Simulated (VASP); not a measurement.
Write the native input for VASP 6.6.1 that does the following.

| Property | Result |
| --- | --- |
| Task | single point |
| Functional | PBE |
| Potentials or basis | VASP PAW PBE potentials, release 64 (Zr_sv, C) |
| Cutoff | 520 eV |
| k mesh | 12 × 12 × 12 |
| Occupations | gaussian, width 0.1 eV |
| Spin | no spin polarisation |
| Dipole correction | no |
| Further INCAR settings | ALGO = Normal; EDIFF = 1e-07; NBANDS = 20 |

The structure of ZrC3 lies in POSCAR:

```
ZrC3
1.0
    2.2315608701      1.2883922691      2.6173833706
   -2.2315608701      1.2883922691      2.6173833706
    0.0000000000     -2.5767845382      2.6173833707
Zr C
1 3
Direct
    0.0000000000      0.0000000000      0.0000000000
    0.5000000000      0.3103981395      0.6896018605
    0.3103981395      0.6896018605      0.5000000000
    0.6896018605      0.5000000000      0.3103981395
```

These files were run (other wordings do the same):

INCAR

```
PREC     = Accurate       # precision mode
ENCUT    = 520            # plane-wave cutoff, eV
EDIFF    = 1E-7           # SCF threshold, eV
ISMEAR   = 0              # smearing method
SIGMA    = 0.1            # smearing width, eV
LREAL    = F              # projectors in reciprocal space
LASPH    = T              # aspherical terms in the spheres
NELM     = 100            # most SCF steps
ALGO     = Normal         # electronic algorithm
ISIF     = 2              # what is computed and relaxed
LWAVE    = F              # write WAVECAR
LCHARG   = T              # write CHGCAR
GGA      = PE             # functional
LELF     = T              # ELF
LVHAR    = T            
NBANDS   = 20             # bands
```

KPOINTS

```
Automatic mesh
0
Gamma
  12 12 12
```

Potentials or basis: VASP PAW PBE potentials, release 64 (Zr_sv, C).

The run is started by

```bash
$ cat potpaw_PBE.64/Zr_sv/POTCAR potpaw_PBE.64/C/POTCAR > POTCAR
$ mpirun -np 1 vasp_std > vasp.out
```

Results of the run:

| Item | Value |
| --- | --- |
| Pressure | 0.4 GPa |
| Largest force | 0.119 eV/Å |
| Band gap on the k mesh | zero (band 12 reaches 9.22 eV, above the bottom of band 13 at 6.09 eV) |

It took 99 s on 1 thread of Intel(R) Xeon(R) 6975P-C (Granite Rapids), on a shared host, peak memory 0.27 GiB.
